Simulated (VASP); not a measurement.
Here is a VASP 6.6.1 calculation.

INCAR

```
SYSTEM = Al12Pt
PREC = Accurate ; ENCUT = 520
EDIFF = 1E-7 ; ISMEAR = 0
SIGMA = 0.1 ; LREAL = .False.
LASPH = .True. ; NELM = 100
ALGO = Normal ; ISIF = 2
LWAVE = .False. ; LCHARG = .False.
LDIPOL = .True. ; IDIPOL = 3
DIPOL = 0.5 0.5 0.331 ; GGA = PE
NBANDS = 35
```

The input KPOINTS:

```
Automatic mesh
0
Gamma
  6 6 1
  0 0 0
```

POSCAR

```
Al12Pt
1.0
    5.7135165837      0.0000000000      0.0000000000
   -2.8567582918      4.9480505064      0.0000000000
    0.0000000000      0.0000000000     20.1013782055
Al Pt
12 1
Direct
    0.3333333333      0.1666666667      0.1989913308
    0.3333333333      0.6666666667      0.1989913308
    0.8333333333      0.1666666667      0.1989913308
    0.8333333333      0.6666666667      0.1989913308
    0.1666666667      0.3333333333      0.3134471548
    0.1666666667      0.8333333333      0.3134471548
    0.6666666667      0.3333333333      0.3134471548
    0.6666666667      0.8333333333      0.3134471548
    0.0000000000      0.0000000000      0.4278999240
    0.0000000000      0.5000000000      0.4278999240
    0.5000000000      0.0000000000      0.4278999240
    0.5000000000      0.5000000000      0.4278999240
    0.0000000000      0.0000000000      0.5375118007
```

Potentials or basis: VASP PAW PBE potentials, release 64 (Al, Pt).

Launch:

```console
$ cat potpaw_PBE.64/Al/POTCAR potpaw_PBE.64/Pt/POTCAR > POTCAR
$ mpirun -np 1 vasp_std > vasp.out
```

(1) Predict the band gap on the k mesh.

(2) Estimate the largest force.

## Answers

(1) zero (bands 23 and 24 overlap by 0.79 eV).

(2) 1.059 eV/Å.

Caveat: spin-orbit coupling is left out, which moves the levels of the heavy elements.
